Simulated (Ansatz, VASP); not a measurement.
## Two plane-wave programs on Se

```
Se
1.0
     4.06815    0.00000    0.00000
    -2.03407    3.52312    0.00000
     0.00000    0.00000    5.12773
Se
3
Direct
  0.24735 0.00000 0.33333
  0.00000 0.24735 0.66667
  0.75265 0.75265 0.00000
```

Alike in both runs: functional PBE; dispersion D3(BJ); k mesh 9 × 9 × 6; occupations gaussian, width 0.02 eV; no spin polarisation.

Ansatz relaxed the structure, and its values are those at the end. VASP's run is a single point on that final structure, the one shown.

|  | VASP | Ansatz |
| --- | --- | --- |
| version | VASP 6.6.1 | Ansatz 0.2.0 |
| potentials or method | VASP PAW PBE potentials, release 64 (Se), cutoff 520 eV | scalar-relativistic, plane waves, PAW |
| valence electrons in the cell | 18 | 48 |

|  | VASP | Ansatz | Ansatz less VASP |
| --- | --- | --- | --- |
| gap on the k mesh at the Fermi level (eV) | 0.53 | 0.54 | +0.010 |
| least direct gap on the mesh (eV) | 0.53 | 0.54 | +0.010 |
| pressure (GPa) | 0.1 | 0.0 | -0.10 |
| rms of the force components (eV/Å) | 0.010 | 0.001 | -0.0090 |

VASP's potentials hold 18 valence electrons a cell and Ansatz's 48, so a difference there can come from the potentials and not from the codes.
